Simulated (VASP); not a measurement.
Wanted: the native input for a VASP 6.6.1 run.

```yaml
Task: single point
Functional: PBE
Potentials_or_basis: VASP PAW PBE potentials, release 64 (Lu)
Cutoff: 520 eV
k_mesh: 13 × 13 × 7
Occupations: fermi-dirac, width 0.05 eV
Spin: no spin polarisation
Dipole_correction: no
Further_INCAR_settings: ALGO = Normal; EDIFF = 1e-06; NBANDS = 32
```

The structure of Lu lies in POSCAR:

```
Lu
1.0
    3.3765532764      0.0000000000      0.0000000000
   -1.6882766382      2.9241809146      0.0000000000
    0.0000000000      0.0000000000      5.2515936476
Lu
2
Direct
    0.3333333333      0.6666666667      0.2500000000
    0.6666666667      0.3333333333      0.7500000000
```

One way to write it, as run:

INCAR

```
PREC = Accurate ; ENCUT = 520
EDIFF = 1E-6 ; ISMEAR = -1
SIGMA = 0.05 ; LREAL = False
LASPH = True ; NELM = 100
ALGO = Normal ; ISIF = 2
LWAVE = False ; LCHARG = False
GGA = PE ; NBANDS = 32
```

KPOINTS

```
regular mesh
0
Gamma
  13 13 7
```

Potentials or basis: VASP PAW PBE potentials, release 64 (Lu).

Run with:

```console
$ cat potpaw_PBE.64/Lu/POTCAR > POTCAR
$ mpirun -np 1 vasp_std > vasp.out
```

Results of the run:

```yaml
Pressure: 6.7 GPa
Band_gap_on_the_k_mesh: zero (bands 25 and 26 overlap by 1.76 eV)
```

Caveat: the cell stands under pressure; spin-orbit coupling is left out, which moves the levels of the heavy elements.

Run time: 3.7 min on 1 thread of AMD EPYC 7R13, with other jobs on the host, peak memory 0.26 GiB.
